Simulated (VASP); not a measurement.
Here is a VASP 6.6.1 calculation.

The input INCAR:

```
SYSTEM = ZnCd3O
PREC = Accurate ; ENCUT = 600
EDIFF = 1E-7 ; ISMEAR = 0
SIGMA = 0.1 ; LREAL = .FALSE.
LASPH = .TRUE. ; NELM = 60
ALGO = Normal ; ISIF = 3
LWAVE = .FALSE. ; LCHARG = .FALSE.
GGA = PE ; IBRION = 2
NSW = 100 ; EDIFFG = -0.01
```

File KPOINTS:

```
regular mesh
0
G
  8 8 8
  0 0 0
```

POSCAR

```
ZnCd3O
1.0
    4.6342087229      0.0000000000      0.0000000000
    0.0000000000      4.6342087229      0.0000000000
    0.0000000000      0.0000000000      4.6342087229
Zn Cd O
1 3 1
Direct
    0.5000000000      0.5000000000      0.5000000000
    0.5000000000      0.0000000000      0.0000000000
    0.0000000000      0.5000000000      0.0000000000
    0.0000000000      0.0000000000      0.5000000000
    0.0000000000      0.0000000000      0.0000000000
```

Potentials or basis: VASP PAW PBE potentials, release 64 (Zn, Cd, O).

Command:

```bash
$ cat potpaw_PBE.64/Zn/POTCAR potpaw_PBE.64/Cd/POTCAR potpaw_PBE.64/O/POTCAR > POTCAR
$ mpirun -np 1 vasp_std > vasp.out
```

(1) Estimate the space group after relaxing (to 0.05 Å).

(2) Estimate the relaxed cell.

Results:

(1) Pm-3m (No. 221).

(2) a = 4.649 Å, b = 4.649 Å, c = 4.649 Å, α = 90.00°, β = 90.00°, γ = 90.00°.
